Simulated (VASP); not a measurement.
Crystal: Os.

```
Os
1.0
     2.73410    0.00000    0.00000
    -1.36705    2.36780    0.00000
     0.00000    0.00000    4.31970
Os
2
Direct
  0.66667 0.33333 0.75000
  0.33333 0.66667 0.25000
```

Base run:

```yaml
Program: VASP 6.6.1
Functional: b88 exchange, pbe correlation
Potentials_or_basis: VASP PAW PBE potentials, release 64 (Os)
Cutoff: 600 eV
k_mesh: 11 × 11 × 6
Occupations: fermi-dirac, width 0.05 eV
Spin: no spin polarisation
```

Its results: band gap on the k mesh zero (bands 8 and 9 overlap by 3.89 eV); pressure 9.2 GPa.

**Question.** The run is repeated on the same cell with these changes: functional from b88 exchange, pbe correlation to RPBE; cutoff from 600 eV to 520 eV; dispersion from none to D4. What comes out?

**Answer.** Band gap on the k mesh zero (bands 8 and 9 overlap by 3.89 eV); pressure -1.0 GPa.

Several settings changed at once.

Caveats: the PAW data sets were made with another functional, which shifts forces and pressure a little; spin-orbit coupling is left out, which moves the levels of the heavy elements; the cell stands under pressure (at least some runs); the dispersion term is far too large for a dense solid, which distorts pressure and volume (at least some runs).
